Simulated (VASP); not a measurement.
Here is a VASP 6.6.1 calculation.

File INCAR:

```
SYSTEM = Sn
ALGO = Normal ; EDIFF = 1E-7
EDIFFG = -0.01 ; ENCUT = 500
GGA = PS ; GGA_COMPAT = .False.
IBRION = 2 ; ISIF = 3
ISMEAR = 0 ; LASPH = .True.
LCHARG = .False. ; LREAL = .False.
LWAVE = .False. ; NELM = 120
NELMIN = 4 ; NSW = 80
PREC = Accurate ; PSTRESS = 400.0
SIGMA = 0.05
```

KPOINTS

```
k-points
0
Gamma
  8 8 8
  0 0 0
```

POSCAR

```
Sn
1.0
    1.8650000000      1.8650000000      1.8650000000
   -1.8650000000      1.8650000000      1.8650000000
   -1.8650000000     -1.8650000000      1.8650000000
Sn
1
Direct
    0.0000000000      0.0000000000      0.0000000000
```

Potentials or basis: VASP PAW PBE potentials, release 64 (Sn_d).

The run is started by

```console
$ cat potpaw_PBE.64/Sn_d/POTCAR > POTCAR
$ mpirun -np 1 vasp_std > vasp.out
```

**Question.** What does it give for the band gap on the k mesh?

**Answer.** Zero (band 7 reaches 25.27 eV, above the bottom of band 8 at 9.66 eV).

**Question.** What does it give for the relaxed cell?

**Answer.** a = 2.903 Å, b = 2.903 Å, c = 2.903 Å, α = 70.53°, β = 109.47°, γ = 70.53°.

**Question.** Predict the space group after relaxing (to 0.05 Å).

**Answer.** Im-3m (No. 229).

**Question.** Predict the relaxed volume.

**Answer.** 18.84 Å³/atom.

The path:
```
step  energy change (eV)  largest force (eV/Å)  pressure (GPa)  volume (Å³)
   1              0.0000                0.0000            0.21        25.95
   2             17.7176                0.0000          944.03         8.49
   3              0.0705                0.0000            8.89        23.18
   4              0.2038                0.0000           17.44        21.53
   5              0.7460                0.0000           43.43        18.54
   6              0.6605                0.0000           39.66        18.87
   7              0.6923                0.0000           41.05        18.75
   8              0.6210                0.0000           38.04        19.03
   9              0.6688                0.0000           40.01        18.84
```

Caveat: the cell is relaxed towards a set pressure, so the enthalpy falls and the energy may rise; the volume moved by over 15 % at a fixed basis, so the end points are rough; the PAW data sets were made with another functional, which shifts forces and pressure a little; spin-orbit coupling is left out, which moves the levels of the heavy elements.
